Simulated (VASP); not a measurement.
AlNi:

```
CELL_PARAMETERS angstrom
1.93869 -1.95319 0.00000
1.93869 1.95319 0.00000
0.00000 0.00000 3.09943
ATOMIC_POSITIONS crystal
Al 0.00000 0.00000 0.00000
Ni 0.50000 0.50000 0.50000
```

| Item | Value |
| --- | --- |
| Program | VASP 6.6.1 |
| Task | relaxation of cell and atoms |
| Functional | PBEsol |
| Potentials or basis | VASP PAW PBE potentials, release 64 (Al, Ni) |
| Cutoff | 600 eV |
| k mesh | 16 × 16 × 14 |
| Occupations | gaussian, width 0.1 eV |
| Spin | no spin polarisation |

At the start: pressure 0.4 GPa; volume 11.74 Å³/atom.

Q: Where does the relaxation end?

A: Over 22 steps the energy falls by 22.7 meV/atom and the volume is 11.72 Å³/atom (-0.1 %); space group P4/mmm (No. 123, to 0.1 Å) before, Pm-3m (No. 221, to 0.1 Å).

Step by step:
| step | energy change (eV) | largest force (eV/Å) | pressure (GPa) | volume (Å³) |
| --- | --- | --- | --- | --- |
| 1 | 0.0000 | 0.0000 | 0.42 | 23.47 |
| 2 | -0.0152 | 0.0000 | -0.15 | 23.57 |
| 3 | -0.0397 | 0.0000 | -2.27 | 23.81 |
| 4 | -0.0416 | 0.0000 | 2.69 | 23.11 |
| 5 | -0.0448 | 0.0000 | 0.47 | 23.41 |
| 6 | -0.0448 | 0.0000 | 0.41 | 23.42 |
| 7 | -0.0452 | 0.0000 | -0.29 | 23.49 |
| 8 | -0.0453 | 0.0000 | 0.08 | 23.48 |
| 9 | -0.0453 | 0.0000 | -0.08 | 23.48 |
| 10 | -0.0453 | 0.0000 | 0.56 | 23.48 |
| 11 | -0.0445 | 0.0000 | -1.49 | 23.65 |
| 12 | -0.0453 | 0.0000 | -0.12 | 23.51 |
| 13 | -0.0453 | 0.0000 | -0.14 | 23.50 |
| 14 | -0.0453 | 0.0000 | 0.13 | 23.49 |
| 15 | -0.0453 | 0.0000 | -0.42 | 23.50 |
| 16 | -0.0453 | 0.0000 | -0.08 | 23.49 |
| 17 | -0.0453 | 0.0000 | 0.09 | 23.49 |
| 18 | -0.0453 | 0.0000 | -0.34 | 23.49 |
| 19 | -0.0453 | 0.0000 | 0.82 | 23.41 |
| 20 | -0.0453 | 0.0000 | -0.13 | 23.45 |
| 21 | -0.0453 | 0.0000 | 0.31 | 23.44 |
| 22 | -0.0453 | 0.0000 | -0.02 | 23.45 |

Final structure:
```
Al Ni
1.0
     2.02202   -2.02176    0.00000
     2.02202    2.02176    0.00000
     0.00000    0.00000    2.86787
Al Ni
1 1
Direct
  0.00000 0.00000 0.00000
  0.50000 0.50000 0.50000
```

Caveat: the PAW data sets were made with another functional, which shifts forces and pressure a little.
